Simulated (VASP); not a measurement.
Here is a VASP 6.6.1 calculation.

Contents of INCAR:

```
SYSTEM = HPt6S12
PREC = Accurate
ENCUT = 450
EDIFF = 1E-6
ISMEAR = 0
SIGMA = 0.1
LREAL = .FALSE.
LASPH = .TRUE.
NELM = 120
ALGO = Normal
ISIF = 2
LWAVE = .FALSE.
LCHARG = .FALSE.
GGA = PE
IVDW = 12
NBANDS = 82
GGA_COMPAT = .FALSE.
KPAR = 8
```

KPOINTS

```
regular mesh
0
G
  4 4 3
  0 0 0
```

The input POSCAR:

```
HPt6S12
1.0
    0.0000000000     -6.2064721004      0.0000000000
    5.3749625069      3.1032360502      0.0000000000
    0.0000000000      0.0000000000      9.3245486798
Pt S H
6 12 1
Direct
    0.6696368883      0.3414805215     -0.0047955136
    0.6694889335      0.3313597067      0.5072724871
    0.0078343212      0.0005676319     -0.0066762481
    0.0035850500     -0.0012675437      0.5070104905
    0.3313563736      0.6623028524     -0.0065588161
    0.3353271624      0.6645700310      0.5070932827
    0.3354904914      0.3344696819      0.1264725018
    0.3362941962      0.3319481760      0.6362961044
    0.6697579168     -0.0020028047      0.1099354012
    0.6695511678     -0.0031036496      0.6365571358
    0.0037332425      0.6686952691      0.1264795799
    0.0025810671      0.6652185937      0.6362948174
    0.6694194378      0.6652239891      0.3770650056
    0.6695395396      0.6672610265      0.8612817924
    0.0031558525      0.3327567397      0.3768135189
    0.0023212881      0.3349474527      0.8635429206
    0.3356404281      0.9989961778      0.3768639235
    0.3369780109      1.0021859675      0.8635948266
   -0.3292925814     -0.0500288141      0.2549133563
```

Potentials or basis: VASP PAW PBE potentials, release 64 (Pt, S, H).

Launch:

```sh
$ cat potpaw_PBE.64/Pt/POTCAR potpaw_PBE.64/S/POTCAR potpaw_PBE.64/H/POTCAR > POTCAR
$ mpirun -np 8 vasp_std > vasp.out
```

Task: Predict the dispersion energy per atom.

Result: -0.437 eV.

Task: Predict the largest force.

Result: 0.042 eV/Å.

Task: What does it give for the pressure?

Result: 1.5 GPa.

Stress tensor (GPa, compression positive):
```
 1.98  0.28 -0.14
 0.28  1.66 -0.07
-0.14 -0.07  0.82
```

Caveat: an odd number of electrons without spin polarisation forces a metal; a magnetic or distorted state may lie lower.
